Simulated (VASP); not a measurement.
# Li12NO in VASP: further runs, part 2 of 2

VASP 6.6.1. The steps go on from the part before.

## Step 4: Single point, PBE, collinear spin, ferromagnetic start

The input, INCAR:

```
PREC = Accurate
ENCUT = 520
EDIFF = 1E-7
ISMEAR = 0
SIGMA = 0.1
LREAL = F
LASPH = T
NELM = 150
ALGO = Normal
ISIF = 2
LWAVE = F
LCHARG = F
ISPIN = 2
MAGMOM = 0 0 0 0 0 0 0 0 0 0 0 0 1 0
LORBIT = 11
LDIPOL = T
IDIPOL = 3
DIPOL = 0.5 0.5 0.304
GGA = PE
NBANDS = 40
KPAR = 4
```

The input, KPOINTS:

```
regular mesh
0
Gamma
  5 5 1
```

The input, POSCAR:

```
Li12NO
1.0
    5.9451735978      0.0000000000      0.0000000000
   -1.9817245326      5.6051634218      0.0000000000
    0.0000000000      0.0000000000     22.6831262891
Li N O
12 1 1
Direct
    0.2500000000      0.2500000000      0.1763425354
    0.2500000000      0.7500000000      0.1763425354
    0.7500000000      0.2500000000      0.1763425354
    0.7500000000      0.7500000000      0.1763425354
    0.0000000000      0.0000000000      0.2794233694
    0.0000000000      0.5000000000      0.2794233694
    0.5000000000      0.0000000000      0.2794233694
    0.5000000000      0.5000000000      0.2794233694
    0.2500000000      0.2500000000      0.3828011262
    0.2500000000      0.7500000000      0.3828011262
    0.7500000000      0.2500000000      0.3828011262
    0.7500000000      0.7500000000      0.3828011262
    0.9166666667      0.5833333333      0.4304136107
    1.0026111694      0.6692778360      0.4754651598
```

On the command line:

```sh
cat potpaw_PBE.64/Li_sv/POTCAR potpaw_PBE.64/N/POTCAR potpaw_PBE.64/O/POTCAR > POTCAR
mpirun -np 4 vasp_std > vasp.out
```

It took 11 min on 4 MPI ranks of AMD EPYC 9R45 (Zen 5), shared host; peak memory 1.6 GiB.

The run converged. Its results:

```
Free energy                                           : -34.7571 eV
Largest force                                         : 5.872 eV/Å
Net moment                                            : 1.33 μB per cell
Site moments                                          : Li +0.00, -0.00, -0.01, +0.01; N +0.50; O +0.51 μB
Valence electrons inside the program's atomic spheres : Li 2.07, 2.08, 2.09; N 3.78; O 5.10
```

Forces in eV/Å, atoms in the order of the input:
```
Li  -0.008  0.002 -0.022
Li  -0.015 -0.001 -0.006
Li   0.012  0.032  0.013
Li   0.011 -0.035  0.001
Li  -0.028  0.016 -0.013
Li   0.035  0.013 -0.123
Li   0.041 -0.003  0.099
Li  -0.061 -0.014 -0.068
Li  -0.014  0.062 -0.031
Li  -0.238 -0.099  0.191
Li   0.008  0.613  0.280
Li  -0.027 -0.085 -0.141
N   -1.514 -2.745 -4.965
O    1.798  2.243  4.785
```

Levels at points of the mesh, in eV from the Fermi level:
Spin up:
| k point | band 20 | band 21 | band 22 | band 23 | band 24 | band 25 | band 26 | band 27 | band 28 | band 29 |
| --- | --- | --- | --- | --- | --- | --- | --- | --- | --- | --- |
| (0.00, 0.00, 0.00) | -0.94 | -0.80 | -0.31 | -0.01 | 0.03 | 0.19 | 0.22 | 0.49 | 0.58 | 1.00 |
Spin down:
```tsv
k point	band 19	band 20	band 21	band 22	band 23	band 24	band 25	band 26	band 27	band 28
(0.00, 0.00, 0.00)	-2.03	-0.49	-0.11	-0.01	0.03	0.18	0.22	0.35	0.42	0.86
```

Caveat: the standard files for N, O and F lose accuracy on very short bonds.

## Step 5: Single point, PBE, collinear spin, ferromagnetic start

The input, INCAR:

```
PREC = Accurate ; ENCUT = 520
EDIFF = 1E-6 ; ISMEAR = 0
SIGMA = 0.1 ; LREAL = F
LASPH = T ; NELM = 150
ALGO = Normal ; ISIF = 2
LWAVE = F ; LCHARG = F
ISPIN = 2 ; MAGMOM = 0 0 0 0 0 0 0 0 0 0 0 0 1 0
LORBIT = 11 ; LDIPOL = T
IDIPOL = 3 ; DIPOL = 0.5 0.5 0.306
GGA = PE ; NBANDS = 40
KPAR = 4
```

KPOINTS is that of step 4.

Edit POSCAR of step 4 so:

```diff
@@ -20,3 +20,3 @@
     0.7500000000      0.7500000000      0.3828011262
-    0.9166666667      0.5833333333      0.4304136107
-    1.0026111694      0.6692778360      0.4754651598
+    0.9166666667      0.5833333333      0.4401124502
+    1.0026111694      0.6692778360      0.4851639992
```

On the command line:

```sh
cat potpaw_PBE.64/Li_sv/POTCAR potpaw_PBE.64/N/POTCAR potpaw_PBE.64/O/POTCAR > POTCAR
mpirun -np 4 vasp_std > vasp.out
```

Wall time 15 min (4 MPI ranks of Intel Xeon Platinum 8259CL at 2.50GHz (Skylake/Cascade Lake), shared host); peak memory 1.6 GiB.

Results (log left out):

```yaml
Free_energy: -34.6719 eV
Largest_force: 5.321 eV/Å
Net_moment: 1.43 μB per cell
Site_moments: Li +0.00, -0.00, -0.01, +0.01; N +0.51; O +0.52 μB
Valence_electrons_inside_the_program's_atomic_spheres: Li 2.07, 2.08, 2.06; N 3.75; O 5.09
```

Forces in eV/Å, atoms in the order of the input:
```
Li  -0.010  0.002 -0.020
Li  -0.014 -0.002 -0.004
Li   0.013  0.029  0.006
Li   0.011 -0.029 -0.001
Li  -0.024  0.010 -0.003
Li   0.029  0.006 -0.143
Li   0.033  0.001  0.102
Li  -0.046 -0.010 -0.045
Li  -0.020  0.048 -0.024
Li  -0.263 -0.125  0.208
Li   0.035  0.580  0.373
Li   0.213 -0.231  0.129
N   -1.402 -2.078 -4.693
O    1.446  1.801  4.115
```

Levels at points of the mesh, in eV from the Fermi level:
Spin up:
```
           k point  band 22  band 23  band 24  band 25  band 26  band 27
(0.00, 0.00, 0.00)    -0.34    -0.02     0.02     0.19     0.22     0.46
```
Spin down:
```csv
k point,band 20,band 21,band 22,band 23,band 24,band 25,band 26,band 27
"(0.00, 0.00, 0.00)",-0.43,-0.06,0.00,0.04,0.17,0.22,0.36,0.40
```

Caveat: the standard files for N, O and F lose accuracy on very short bonds.

## Step 6: Single point, PBE, collinear spin, ferromagnetic start

The input, INCAR:

```
SYSTEM = Li12NO
PREC = Accurate ; ENCUT = 520
EDIFF = 1E-6 ; ISMEAR = 0
SIGMA = 0.1 ; LREAL = .FALSE.
LASPH = .TRUE. ; NELM = 150
ALGO = Normal ; ISIF = 2
LWAVE = .FALSE. ; LCHARG = .TRUE.
ISPIN = 2 ; MAGMOM = 0 0 0 0 0 0 0 0 0 0 0 0 1 0
LORBIT = 11 ; LDIPOL = .TRUE.
IDIPOL = 3 ; DIPOL = 0.5 0.5 0.303
GGA = PE ; LVHAR = .TRUE.
LVACPOTAV = .TRUE. ; NBANDS = 40
KPAR = 4
```

The input, KPOINTS:

```
Automatic mesh
0
G
  5 5 1
  0 0 0
```

Edit POSCAR of step 5 so:

```diff
@@ -20,3 +20,3 @@
     0.7500000000      0.7500000000      0.3828011262
-    0.9166666667      0.5833333333      0.4401124502
-    1.0026111694      0.6692778360      0.4851639992
+    0.9166666667      0.5833333333      0.4304136107
+    1.0655269119      0.7321935786      0.4564241347
```

Potentials or basis: VASP PAW PBE potentials, release 64 (Li_sv, N, O).

On the command line:

```sh
cat potpaw_PBE.64/Li_sv/POTCAR potpaw_PBE.64/N/POTCAR potpaw_PBE.64/O/POTCAR > POTCAR
mpirun -np 4 vasp_std > vasp.out
```

OUTCAR:

```text
SYSTEM = Li12NO
   PREC = Accurate
   ENCUT = 520
   EDIFF = 1E-6
   ISMEAR = 0
   LREAL = .FALSE.
   LASPH = .TRUE.
   NELM = 150
   ISIF = 2
   ISPIN = 2
   LORBIT = 11
   GGA = PE

 ion  position               nearest neighbor table
   1  0.250  0.250  0.176-
   2  0.250  0.750  0.176-
   3  0.750  0.250  0.176-
   4  0.750  0.750  0.176-
   5  0.000  0.000  0.279-
   6  0.000  0.500  0.279-
   7  0.500  0.000  0.279-
   8  0.500  0.500  0.279-
   9  0.250  0.250  0.383-
  10  0.250  0.750  0.383-  14 1.98  13 2.18
  11  0.750  0.250  0.383-  13 2.18
  12  0.750  0.750  0.383-  13 1.95
  13  0.917  0.583  0.430-  14 1.18  12 1.95  10 2.18  11 2.18
  14  0.066  0.732  0.456-  13 1.18  10 1.98

[... 1253 lines left out ...]
    total drift:                               -0.000336     -0.000587      0.002102

  FREE ENERGIE OF THE ION-ELECTRON SYSTEM (eV)
  ---------------------------------------------------
  free  energy   TOTEN  =       -34.8471286519 eV

  energy  without entropy=      -34.8150103881  energy(sigma->0) =      -34.83106952

 vacuum level on the upper side and lower side of the slab         1.901         1.353

 total charge

# of ion       s       p       d       tot
------------------------------------------
    1        2.036   0.034   0.000   2.070
    2        2.035   0.035   0.000   2.070
    3        2.035   0.035   0.000   2.070
    4        2.037   0.034   0.000   2.071
    5        2.033   0.045   0.000   2.077
    6        2.032   0.044   0.000   2.076
    7        2.029   0.047   0.000   2.076
    8        2.032   0.045   0.000   2.077
    9        2.034   0.031   0.000   2.065
   10        2.024   0.052   0.000   2.076
   11        2.024   0.042   0.000   2.066
   12        2.031   0.055   0.000   2.086
   13        1.294   2.479   0.000   3.773
   14        1.598   3.531   0.000   5.130
--------------------------------------------------
tot         27.273   6.509   0.000  33.783

 magnetization (x)

# of ion       s       p       d       tot
------------------------------------------
    1        0.001   0.001   0.000   0.002
    2       -0.001   0.000   0.000  -0.000
    3       -0.001   0.001   0.000  -0.000
    4       -0.000   0.000   0.000  -0.000
    5        0.001   0.000   0.000   0.001
    6       -0.001  -0.002   0.000  -0.003
    7       -0.000   0.001   0.000   0.001
    8        0.001   0.000   0.000   0.001
    9       -0.002  -0.001   0.000  -0.004
   10       -0.000  -0.000   0.000  -0.001
   11       -0.002  -0.003   0.000  -0.005
   12        0.004   0.008   0.000   0.012
   13        0.014   0.513   0.000   0.526
   14        0.005   0.402   0.000   0.407
--------------------------------------------------
tot          0.017   0.919   0.000   0.936
```

Wall time 11 min (4 MPI ranks of Intel Xeon Platinum 8559C (Emerald Rapids), shared host); peak memory 1.5 GiB.

Results:

```yaml
Free_energy: -34.8471 eV
Largest_force: 7.323 eV/Å
Net_moment: 1.28 μB per cell
Site_moments: Li +0.00, -0.00, -0.01, +0.01; N +0.53; O +0.41 μB
Valence_electrons_inside_the_program's_atomic_spheres: Li 2.07, 2.08, 2.06, 2.09; N 3.77; O 5.13
```

Forces on the atoms (eV/Å):
```
Li   0.000 -0.008 -0.015
Li  -0.018  0.007  0.001
Li   0.007  0.018  0.003
Li   0.012 -0.015 -0.005
Li  -0.025  0.021 -0.067
Li   0.013  0.014 -0.021
Li   0.037 -0.017  0.081
Li  -0.041 -0.010 -0.051
Li  -0.065  0.018  0.033
Li  -0.224 -0.082  0.131
Li   0.024  0.763  0.347
Li  -0.072 -0.037 -0.099
N   -2.973 -5.518 -3.787
O    3.325  4.847  3.450
```

Caveat: the standard files for N, O and F lose accuracy on very short bonds.

## Step 7: Single point, PBE, collinear spin, ferromagnetic start

The input, INCAR:

```
SYSTEM = Li12NO
ALGO = Normal
DIPOL = 0.5 0.5 0.305
EDIFF = 1E-6
ENCUT = 520
GGA = PE
IDIPOL = 3
ISIF = 2
ISMEAR = 0
ISPIN = 2
KPAR = 4
LASPH = .TRUE.
LCHARG = .FALSE.
LDIPOL = .TRUE.
LORBIT = 11
LREAL = .FALSE.
LWAVE = .FALSE.
MAGMOM = 0 0 0 0 0 0 0 0 0 0 0 0 1 0
NBANDS = 40
NELM = 150
PREC = Accurate
SIGMA = 0.1
```

The input, KPOINTS:

```
k-points
0
G
  5 5 1
  0 0 0
```

Edit POSCAR of step 6 so:

```diff
@@ -20,3 +20,3 @@
     0.7500000000      0.7500000000      0.3828011262
-    0.9166666667      0.5833333333      0.4304136107
-    1.0655269119      0.7321935786      0.4564241347
+    0.9166666667      0.5833333333      0.4401124502
+    1.0382105480      0.7048772146      0.4768968859
```

On the command line:

```sh
cat potpaw_PBE.64/Li_sv/POTCAR potpaw_PBE.64/N/POTCAR potpaw_PBE.64/O/POTCAR > POTCAR
mpirun -np 4 vasp_std > vasp.out
```

Wall time 14 min (4 MPI ranks of AMD EPYC 9R45 (Zen 5), shared host); peak memory 1.6 GiB.

Results (log left out):

| Property | Result |
| --- | --- |
| Free energy | -34.6741 eV |
| Largest force | 5.857 eV/Å |
| Net moment | 1.43 μB per cell |
| Site moments | Li +0.00, -0.00, +0.01; N +0.53; O +0.49 μB |
| Valence electrons inside the program's atomic spheres | Li 2.07, 2.08, 2.06; N 3.75; O 5.10 |

Forces in eV/Å, atoms in the order of the input:
```
Li  -0.007 -0.002 -0.021
Li  -0.014  0.002 -0.002
Li   0.010  0.025  0.006
Li   0.010 -0.025 -0.004
Li  -0.020  0.008 -0.015
Li   0.020  0.016 -0.089
Li   0.033 -0.005  0.101
Li  -0.042 -0.012 -0.045
Li  -0.037  0.044 -0.001
Li  -0.290 -0.109  0.299
Li   0.042  0.642  0.406
Li   0.166 -0.219  0.114
N   -2.121 -3.314 -4.339
O    2.250  2.950  3.589
```

Levels at points of the mesh, in eV from the Fermi level:
Spin up:
| k point | band 20 | band 21 | band 22 | band 23 | band 24 | band 25 | band 26 | band 27 | band 28 | band 29 |
| --- | --- | --- | --- | --- | --- | --- | --- | --- | --- | --- |
| (0.00, 0.00, 0.00) | -0.89 | -0.74 | -0.30 | 0.00 | 0.02 | 0.16 | 0.23 | 0.43 | 0.56 | 1.04 |
Spin down:
| k point | band 21 | band 22 | band 23 | band 24 | band 25 | band 26 |
| --- | --- | --- | --- | --- | --- | --- |
| (0.00, 0.00, 0.00) | -0.07 | 0.00 | 0.02 | 0.16 | 0.22 | 0.35 |

Caveat: the standard files for N, O and F lose accuracy on very short bonds.
